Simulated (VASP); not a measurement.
Runs of VASP 6.6.1 on BAs. The structure is that of space group I-4m2 (No. 119), or close to it. The cells are those of the table. 

```csv
cell,gap on the mesh (eV),pressure (GPa)
"a = 3.516, b = 3.516, c = 3.378 Å, angles 61.3, 61.3, 57.4°, 2 atoms",0.86,-8.6
"a = 3.176, b = 3.176, c = 3.243 Å, angles 59.3, 59.3, 61.4°, 2 atoms",0.44,(a)
"a = 3.381, b = 3.381, c = 3.513 Å, angles 58.7, 58.7, 62.6°, 2 atoms",0.22,-4.2
"a = 3.381, b = 3.381, c = 3.243 Å, angles 61.3, 61.3, 57.3°, 2 atoms",0.67,7.6
"a = 3.389, b = 3.389, c = 3.648 Å, angles 57.4, 57.4, 65.1°, 2 atoms",none,-8.1
"a = 3.246, b = 3.246, c = 3.108 Å, angles 61.4, 61.4, 57.2°, 2 atoms",0.44,(b)
"a = 3.311, b = 3.311, c = 3.378 Å, angles 59.3, 59.3, 61.3°, 2 atoms",0.67,7.3
"a = 3.316, b = 3.316, c = 3.108 Å, angles 62.1, 62.1, 55.9°, 2 atoms",0.17,24.6
"a = 3.246, b = 3.246, c = 3.378 Å, angles 58.6, 58.6, 62.7°, 2 atoms",none,15.1
"a = 3.316, b = 3.316, c = 3.513 Å, angles 58.0, 58.0, 64.0°, 2 atoms",none,1.4
"a = 3.581, b = 3.581, c = 3.648 Å, angles 59.4, 59.4, 61.2°, 2 atoms",(c),-17.9
"a = 3.451, b = 3.451, c = 3.648 Å, angles 58.1, 58.1, 63.8°, 2 atoms",none,-12.2
```

Alike in all rows: task single point; level r2SCAN; potentials or basis VASP PAW PBE potentials, release 64 (B, As); no spin polarisation; k mesh 10 × 10 × 10; cutoff (eV) 520; smearing gaussian 0.05 eV.

Problem. Fill in the values left out.

Solution. (a) 34.3; (b) 34.6; (c) 1.03.

Caveats: the PAW data sets were made with another functional, which shifts forces and pressure a little.

A k mesh can miss the band edges, and the runs leave out spin-orbit coupling on As.

A gap of «none» marks levels without a gap at the run's occupations.
